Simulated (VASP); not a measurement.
A run of VASP 6.6.1 is set up as follows.

The input INCAR:

```
  ALGO = Normal
  EDIFF = 1E-6
  ENCUT = 520
  GGA = PE
  ISIF = 2
  ISMEAR = 0
  LASPH = True
  LCHARG = False
  LREAL = False
  LWAVE = False
  NBANDS = 46
  NELM = 80
  PREC = Accurate
  SIGMA = 0.1
```

Contents of KPOINTS:

```
k-points
0
Gamma
  4 4 4
```

The input POSCAR:

```
CdHg3Se4
1.0
    4.2565572000      0.0000000000      0.0000000000
    0.0000000000      4.2565572000      6.0196809300
    0.0000000000     -4.2565572000      6.0196809300
Cd Hg Se
1 3 4
Direct
    0.5000000000      0.5000000000      0.5000000000
    0.0000000000      0.5000000000      0.0000000000
    0.0000000000      0.0000000000      0.5000000000
    0.5000000000      0.0000000000      0.0000000000
    0.0000000000      0.8750000000      0.8750000000
    0.0000000000      0.3750000000      0.3750000000
    0.5000000000      0.3750000000      0.8750000000
    0.5000000000      0.8750000000      0.3750000000
```

Potentials or basis: VASP PAW PBE potentials, release 64 (Cd, Hg, Se).

Launch:

```bash
$ cat potpaw_PBE.64/Cd/POTCAR potpaw_PBE.64/Hg/POTCAR potpaw_PBE.64/Se/POTCAR > POTCAR
$ mpirun -np 1 vasp_std > vasp.out
```

**Question.** What does it give for the largest force?

**Answer.** 0.196 eV/Å.

**Question.** Estimate the band gap on the k mesh.

**Answer.** 0.02 eV.

**Question.** What does it give for the pressure?

**Answer.** 6.7 GPa.

Stress tensor (GPa, compression positive):
```
6.85 0.00 0.00
0.00 6.55 0.00
0.00 0.00 6.55
```

Caveat: the cell stands under pressure; spin-orbit coupling is left out, which moves the levels of the heavy elements.
